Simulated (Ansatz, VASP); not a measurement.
Be: VASP beside Ansatz

```xyz
1
Lattice="-1.2531 1.2531 1.2531 1.2531 -1.2531 1.2531 1.2531 1.2531 -1.2531" Properties=species:S:1:pos:R:3 pbc="T T T"
Be    0.0000    0.0000    0.0000
```

Alike in both runs: functional PBEsol; k mesh 15 × 15 × 15; occupations fermi-dirac, width 0.15 eV; collinear spin.

|  | VASP | Ansatz |
| --- | --- | --- |
| version | VASP 6.6.1 | Ansatz 0.2.0 |
| potentials or method | VASP PAW PBE potentials, release 64 (Be), cutoff 520 eV | all-electron PAW datasets made for the crystal |
| task | single point | electron localisation function |

Ansatz gave:

- gap on the k mesh at the Fermi level (eV): none
- pressure (GPa): -1.8
- net moment per atom (μB): 0.00

Task: Estimate VASP's values.

Result: gap on the k mesh at the Fermi level (eV): none; pressure (GPa): -1.4; net moment per atom (μB): 0.00.

VASP's potentials were made for PBE, not for PBEsol. A gap of «none» marks a metal or a gap that the smearing closes. Ansatz ran all-electron here, and VASP with PAW potentials.
